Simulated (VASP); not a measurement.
Runs of VASP 6.6.1 on BP. The structure is that of space group F-43m (No. 216), or close to it. The cells are those of the table. 

```csv
level,cell,k mesh,smearing,grid for exact exchange (PRECFOCK),screening parameter,gap on the mesh (eV),pressure (GPa)
PBE,"a = 3.160, b = 3.160, c = 3.208 Å, angles 59.5, 59.5, 61.0°, 2 atoms",10 × 10 × 10,fermi-dirac 0.02 eV,-,-,0.74,6.4
PBE,"a = 3.256, b = 3.256, c = 3.208 Å, angles 60.5, 60.5, 59.0°, 2 atoms",10 × 10 × 10,fermi-dirac 0.02 eV,-,-,1.06,-3.6
PBE,"a = 3.273, b = 3.273, c = 3.208 Å, angles 60.7, 60.7, 58.7°, 2 atoms",10 × 10 × 10,fermi-dirac 0.02 eV,-,-,1.00,-5.0
r2SCAN,"a = 3.240, b = 3.240, c = 3.208 Å, angles 60.3, 60.3, 59.3°, 2 atoms",10 × 10 × 10,gaussian 0.01 eV,-,-,1.31,-3.7
PBE,"a = 3.224, b = 3.224, c = 3.208 Å, angles 60.2, 60.2, 59.7°, 2 atoms",10 × 10 × 10,fermi-dirac 0.02 eV,-,-,(c),-0.6
r2SCAN,"a = 3.176, b = 3.176, c = 3.208 Å, angles 59.7, 59.7, 60.7°, 2 atoms",10 × 10 × 10,gaussian 0.01 eV,-,-,1.10,3.0
PBE,"a = 3.192, b = 3.192, c = 3.208 Å, angles 59.8, 59.8, 60.3°, 2 atoms",10 × 10 × 10,fermi-dirac 0.02 eV,-,-,1.07,(d)
HSE06,"a = 3.224, b = 3.224, c = 3.208 Å, angles 60.2, 60.2, 59.7°, 2 atoms",6 × 6 × 6,gaussian 0.01 eV,Normal,0.2079 1/Å,2.01,-3.5
PBE,"a = 3.273, b = 3.273, c = 3.208 Å, angles 60.7, 60.7, 58.7°, 2 atoms",6 × 6 × 6,gaussian 0.01 eV,-,-,1.13,-4.9
PBE,"a = 3.176, b = 3.176, c = 3.208 Å, angles 59.7, 59.7, 60.7°, 2 atoms",10 × 10 × 10,fermi-dirac 0.02 eV,-,-,0.91,4.5
PBE,"a = 3.224, b = 3.224, c = 3.208 Å, angles 60.2, 60.2, 59.7°, 2 atoms",6 × 6 × 6,gaussian 0.01 eV,-,-,(a),(b)
r2SCAN,"a = 3.160, b = 3.160, c = 3.208 Å, angles 59.5, 59.5, 61.0°, 2 atoms",10 × 10 × 10,gaussian 0.01 eV,-,-,0.92,4.9
```

Alike in all rows: task single point; potentials or basis VASP PAW PBE potentials, release 64 (B, P); no spin polarisation; cutoff (eV) 520.

**Question.** Fill in the values left out.

**Answer.** (a) 1.28; (b) -0.4; (c) 1.18; (d) 2.7.

Caveats: the PAW data sets were made with another functional, which shifts forces and pressure a little (some runs).

A k mesh can miss the band edges.
